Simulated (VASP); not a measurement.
# Ta (Im-3m) in VASP: relaxation of cell and atoms with r2SCAN

Aim: the relaxation of cell and atoms of Ta with r2SCAN.

Program: VASP 6.6.1. These are calculated values, not measurements. Logs are shortened: lines on timing, memory, paths and dates and some standing lists are left out, and cuts for length are marked.

**1. The cell of the first run**

The structure is cubic, space group Im-3m (No. 229). The conventional cell has a = 3.310 Å, b = 3.310 Å, c = 3.310 Å, α = 90.00°, β = 90.00°, γ = 90.00°. Ta (site symmetry m-3m) has 14 Ta at 2.87 to 3.31 Å within 3.8 Å.

**2. Relaxation of cell and atoms, r2SCAN**

Input file POSCAR:

```
Ta
1.0
   -1.6549278100      1.6549278100      1.6549278100
    1.6549278100     -1.6549278100      1.6549278100
    1.6549278100      1.6549278100     -1.6549278100
Ta
1
Direct
    0.0000000000      0.0000000000      0.0000000000
```

Input file INCAR.step1:

```
  PREC = Accurate
  ENCUT = 600
  ISMEAR = 0
  SIGMA = 0.1
  LREAL = F
  LASPH = T
  NELM = 80
  GGA = PE
  ALGO = Normal
  EDIFF = 1E-4
  LWAVE = T
  LCHARG = F
```

Input file INCAR.step2:

```
  PREC = Accurate
  ENCUT = 600
  EDIFF = 1E-6
  ISMEAR = 0
  SIGMA = 0.1
  LREAL = F
  LASPH = T
  NELM = 80
  ALGO = Normal
  ISIF = 3
  LWAVE = F
  LCHARG = F
  METAGGA = R2SCAN
  LMIXTAU = T
  IBRION = 2
  NSW = 100
  EDIFFG = -0.002
  ISTART = 1
```

Input file KPOINTS:

```
Automatic mesh
0
Gamma
  24 24 24
```

Potentials or basis: VASP PAW PBE potentials, release 64 (Ta_pv).

The run is started by

```sh
cat potpaw_PBE.64/Ta_pv/POTCAR > POTCAR
cp INCAR.step1 INCAR
mpirun -np 1 vasp_std > vasp.out
cp INCAR.step2 INCAR
mpirun -np 1 vasp_std > vasp.out
```

OUTCAR:

```text
PREC = Accurate
   ENCUT = 600
   EDIFF = 1E-6
   ISMEAR = 0
   LREAL = F
   LASPH = T
   NELM = 80
   ISIF = 3
   METAGGA = R2SCAN
   IBRION = 2
   NSW = 100
   EDIFFG = -0.002
   ISTART = 1

 ion  position               nearest neighbor table
   1  0.000  0.000  0.000-

  LATTYP: Found a body centered cubic cell.
 ALAT       =     3.3098556200

  Lattice vectors:

 A1 = (  -1.6549278100,   1.6549278100,   1.6549278100)
 A2 = (   1.6549278100,  -1.6549278100,   1.6549278100)
 A3 = (   1.6549278100,   1.6549278100,  -1.6549278100)

Analysis of symmetry for initial positions (statically):
=====================================================================
 Subroutine PRICEL returns:
 Original cell was already a primitive cell.

 Routine SETGRP: Setting up the symmetry group for a
 body centered cubic supercell.

 Subroutine GETGRP returns: Found 48 space group operations
 (whereof 48 operations were pure point group operations)
 out of a pool of 48 trial point group operations.

The static configuration has the point symmetry O_h .

Analysis of symmetry for dynamics (positions and initial velocities):
=====================================================================
 Subroutine PRICEL returns:
 Original cell was already a primitive cell.

 Routine SETGRP: Setting up the symmetry group for a
 body centered cubic supercell.

 Subroutine GETGRP returns: Found 48 space group operations
 (whereof 48 operations were pure point group operations)
 out of a pool of 48 trial point group operations.

The dynamic configuration has the point symmetry O_h .

 Subroutine INISYM returns: Found 48 space group operations
 (whereof 48 operations are pure point group operations),
 and found     1 'primitive' translations

----------------------------------------------------------------------------------------

                                     Primitive cell

  volume of cell :      18.1300

  direct lattice vectors                    reciprocal lattice vectors
    -1.654927810  1.654927810  1.654927810     0.000000000  0.302127982  0.302127982
     1.654927810 -1.654927810  1.654927810     0.302127982  0.000000000  0.302127982
     1.654927810  1.654927810 -1.654927810     0.302127982  0.302127982  0.000000000

  length of vectors
     2.866419050  2.866419050  2.866419050     0.427273490  0.427273490  0.427273490

  position of ions in fractional coordinates (direct lattice)
     0.000000000  0.000000000  0.000000000

  ion indices of the primitive-cell ions
   primitive index   ion index
                 1           1

----------------------------------------------------------------------------------------

 KPOINTS: Automatic mesh

Automatic generation of k-mesh.
 Grid dimensions read from file:
 generate k-points for:   24   24   24

 Generating k-lattice:

  Cartesian coordinates                     Fractional coordinates (reciprocal lattice)
     0.000000000  0.012588666  0.012588666     0.041666667  0.000000000  0.000000000
     0.012588666  0.000000000  0.012588666     0.000000000  0.041666667  0.000000000
     0.012588666  0.012588666  0.000000000     0.000000000  0.000000000  0.041666667

  Length of vectors
     0.017803062  0.017803062  0.017803062

  Shift w.r.t. Gamma in fractional coordinates (k-lattice)
     0.000000000  0.000000000  0.000000000

 Subroutine IBZKPT returns following result:
 ===========================================

 Found    413 irreducible k-points:

 Following reciprocal coordinates:
            Coordinates               Weight
  0.000000  0.000000  0.000000      1.000000
  0.041667  0.000000  0.000000     12.000000
  0.083333  0.000000  0.000000     12.000000
  0.125000  0.000000  0.000000     12.000000
  0.166667  0.000000  0.000000     12.000000
  0.208333  0.000000  0.000000     12.000000
[... 16 lines left out ...]
  0.416667  0.041667  0.000000     48.000000
  0.458333  0.041667  0.000000     48.000000
 [... further k-points ...]
   k-points           NKPTS =    413   k-points in BZ     NKDIM =    413   number of bands    NBANDS=      9
   number of dos      NEDOS =    301   number of ions     NIONS =      1
   total plane-waves  NPLWV =  13824
   dimension x,y,z NGX =    24 NGY =   24 NGZ =   24
   dimension x,y,z NGXF=    48 NGYF=   48 NGZF=   48
   ions per type =               1
   NGX,Y,Z   is equivalent  to a cutoff of  13.92, 13.92, 13.92 a.u.
   NGXF,Y,Z  is equivalent  to a cutoff of  27.84, 27.84, 27.84 a.u.
 SYSTEM =  unknown system
   PREC   = accura    normal or accurate (medium, high low for compatibility)
   ISTART =      1    job   : 0-new  1-cont  2-samecut
   ICHARG =      0    charge: 1-file 2-atom 10-const
   ISPIN  =      1    spin polarized calculation?
   LNONCOLLINEAR =      F non collinear calculations
   LSORBIT =      F    spin-orbit coupling
   LASPH  =      T    aspherical Exc in radial PAW
   ENCUT  =  600.0 eV  44.10 Ry    6.64 a.u.   5.72  5.72  5.72*2*pi/ulx,y,z
   NELM   =     80;   NELMIN=  2; NELMDL=  0     # of ELM steps
   EDIFF  = 0.1E-05   stopping-criterion for ELM
   LREAL  =      F    real-space projection
   EDIFFG = -.2E-02   stopping-criterion for IOM
   NSW    =    100    number of steps for IOM
   IBRION =      2    ionic relax: 0-MD 1-quasi-New 2-CG
   NFREE  =      1    steps in history (QN), initial steepest desc. (CG)
   ISIF   =      3    stress and relaxation
   ISYM   =      2    0-nonsym 1-usesym 2-fastsym
   POTIM  = 0.5000    time-step for ionic-motion
   TEBEG  =    0.0;   TEEND  =   0.0 temperature during run
   PSTRESS=    0.0 pullay stress
   NELECT =      11.0000    total number of electrons
   NUPDOWN=      -1.0000    fix difference up-down
   EMIN   =  10.00;   EMAX   =-10.00  energy-range for DOS
   EFERMI =   0.00;   METHOD = LEGACY
   ISMEAR =     0;   SIGMA  =   0.10  broadening in eV -4-tet -1-fermi 0-gaus
   EFERMI_NEDOS =   21; number of points for ismear=-14 and -15
   IALGO  =     38    algorithm
   IMIX   =      4    mixing-type and parameters
     AMIX     =   0.40;   BMIX     =  1.00
     AMIX_MAG =   1.60;   BMIX_MAG =  1.00
  volume/ion in A,a.u.               =      18.13       122.35
  Fermi-wavevector in a.u.,A,eV,Ry     =   1.385926  2.619020 26.133942  1.920791
  Thomas-Fermi vector in A             =   2.510290
   LORBIT       =      0    0 simple, 1 ext, 2 COOP (PROOUT), +10 PAW based schemes
   METAGGA = R2SCAN    functional components
   LHFCALC =     F    Hartree Fock is set to
   AEXX    =    0.0000 exact exchange contribution
   IVDW    =     0    specifies the selected vdW correction
   LEPSILON=     F    determine dielectric tensor
   LRPA    =     F    only Hartree local field effects (RPA)
 conjugate gradient relaxation of ions
 non-spin polarized calculation
 Gauss-broadening in eV      SIGMA  =   0.10
  energy-cutoff  :      600.00
  volume of cell :       18.13
 maximum number of plane-waves:       622
   NGX = 11   NGY = 11   NGZ = 11

--------------------------------------- Ionic step        1  -------------------------------------------

 number of electron      11.0000001 magnetization

 Free energy of the ion-electron system (eV)
  ---------------------------------------------------
  ext. energy  EPLUGINS =         0.00000000
  ---------------------------------------------------
  free energy    TOTEN  =       -48.58263437 eV

  energy without entropy =      -48.57618238  energy(sigma->0) =      -48.57940838

------------------------ aborting loop because EDIFF is reached ----------------------------------------

  FORCE on cell =-STRESS in cart. coord.  units (eV):
  Direction    XX          YY          ZZ          XY          YZ          ZX
  --------------------------------------------------------------------------------------
  -------------------------------------------------------------------------------------
  Total       -0.0390712     -0.0390712     -0.0390712      0.0000000      0.0000000      0.0000000
  in kB       -3.4527900     -3.4527900     -3.4527900      0.0000000      0.0000000      0.0000000
  external PRESSURE =      -3.4527900 kB  Pullay stress =       0.0000000 kB
[... 265 lines left out ...]
  energy  without entropy=      -48.5762430566  energy(sigma->0) =      -48.57945621

--------------------------------------- Ionic step        9  -------------------------------------------

 number of electron      11.0000002 magnetization

 Free energy of the ion-electron system (eV)
  ---------------------------------------------------
  ext. energy  EPLUGINS =         0.00000000
  ---------------------------------------------------
  free energy    TOTEN  =       -48.58266968 eV

  energy without entropy =      -48.57624571  energy(sigma->0) =      -48.57945769

 E-fermi :   5.2765     XC(G=0): -13.7437

 val. band max:        5.2705376243   @ k =   0.2083   0.0417   0.0000
 cond. band min:       5.2871087557   @ k =  -0.2083   0.2500   0.0417
 fundamental gap:      0.0165711314
 Fermi energy:         5.2764725785

 k-point     1 :       0.0000    0.0000    0.0000
  band No.  band energies     occupation
      1     -28.9569      2.00000
      2     -28.9569      2.00000
      3     -28.9569      2.00000
      4      -3.0253      2.00000
      5       6.1279      0.00000
      6       6.1279      0.00000
      7       6.1279      0.00000
      8       9.5984      0.00000
      9       9.5984      0.00000
[... 265 lines left out ...]
 k-point    24 :       0.4583    0.0417    0.0000
  band No.  band energies     occupation
      1     -30.1614      2.00000
      2     -29.3507      2.00000
      3     -28.9737      2.00000
      4       0.8075      2.00000
      5       3.7529      2.00000
      6       6.5786      0.00000
      7       9.4408      0.00000
      8      10.5690      0.00000
      9      13.3326      0.00000

 [... further k-points ...]
[... 5 lines left out ...]
  --------------------------------------------------------------------------------------
  -------------------------------------------------------------------------------------
  Total        0.0011700      0.0011700      0.0011700      0.0000000     -0.0000000      0.0000000
  in kB        0.1035732      0.1035732      0.1035732      0.0000000     -0.0000000      0.0000000
  external PRESSURE =       0.1035732 kB  Pullay stress =       0.0000000 kB
[... 16 lines left out ...]
  FREE ENERGIE OF THE ION-ELECTRON SYSTEM (eV)
  ---------------------------------------------------
  free  energy   TOTEN  =       -48.5826696761 eV

  energy  without entropy=      -48.5762457083  energy(sigma->0) =      -48.57945769

 reached required accuracy - stopping structural energy minimisation
```

Wall time 5 min (1 thread of Intel Xeon 6975P-C (Granite Rapids), shared host); peak memory 0.23 GiB.

What came out:

| Property | Result |
| --- | --- |
| Free energy | -48.5827 eV |
| Relaxed volume | 18.10 Å³/atom |
| Relaxed cell | a = 2.865 Å, b = 2.865 Å, c = 2.865 Å, α = 109.47°, β = 109.47°, γ = 109.47° |
| Space group after relaxing (to 0.05 Å) | Im-3m (No. 229) |
| Energy gained by relaxing | 0.0 meV/atom |
| Ionic steps | 9 |
| Pressure after relaxing | 0.0 GPa |

Final structure:
```
CELL_PARAMETERS angstrom
-1.65397 1.65397 1.65397
1.65397 -1.65397 1.65397
1.65397 1.65397 -1.65397
ATOMIC_POSITIONS crystal
Ta 0.00000 0.00000 0.00000
```

Caveat: the PAW data sets were made with another functional, which shifts forces and pressure a little; spin-orbit coupling is left out, which moves the levels of the heavy elements.
